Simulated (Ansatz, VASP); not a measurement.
**One calculation of Mo2Ru3, two programs**

```
CELL_PARAMETERS angstrom
2.75991 0.00000 0.00000
-1.37996 2.39015 0.00000
0.00000 0.00000 22.14149
ATOMIC_POSITIONS crystal
Mo 0.33333 0.66667 0.94405
Mo 0.33333 0.66667 0.35148
Mo 0.66667 0.33333 0.05595
Mo 0.66667 0.33333 0.64852
Ru 0.33333 0.66667 0.74780
Ru 0.33333 0.66667 0.15367
Ru 0.33333 0.66667 0.54877
Ru 0.66667 0.33333 0.84633
Ru 0.66667 0.33333 0.25220
Ru 0.66667 0.33333 0.45123
```

Alike in both runs: functional PBE; k mesh 18 × 18 × 2; occupations gaussian, width 0.1 eV; no spin polarisation.

Ansatz relaxed the structure, and its values are those at the end. VASP's run is a single point on that final structure, the one shown.

|  | VASP | Ansatz |
| --- | --- | --- |
| version | VASP 6.6.1 | Ansatz 0.2.0 |
| potentials or method | VASP PAW PBE potentials, release 64 (Mo_sv, Ru_pv), cutoff 520 eV | scalar-relativistic, plane waves, PAW |
| valence electrons in the cell | 140 | 152 |

|  | VASP | Ansatz | Ansatz less VASP |
| --- | --- | --- | --- |
| gap on the k mesh at the Fermi level (eV) | none | none | - |
| pressure (GPa) | 0.2 | 0.0 | -0.20 |
| rms of the force components (eV/Å) | 0.006 | 0.004 | -0.0027 |

A gap of «none» marks a metal or a gap that the smearing closes. The functional is the same, so the differences come from potentials, cutoffs and numerics. VASP's potentials hold 140 valence electrons a cell and Ansatz's 152, so a difference there can come from the potentials and not from the codes.
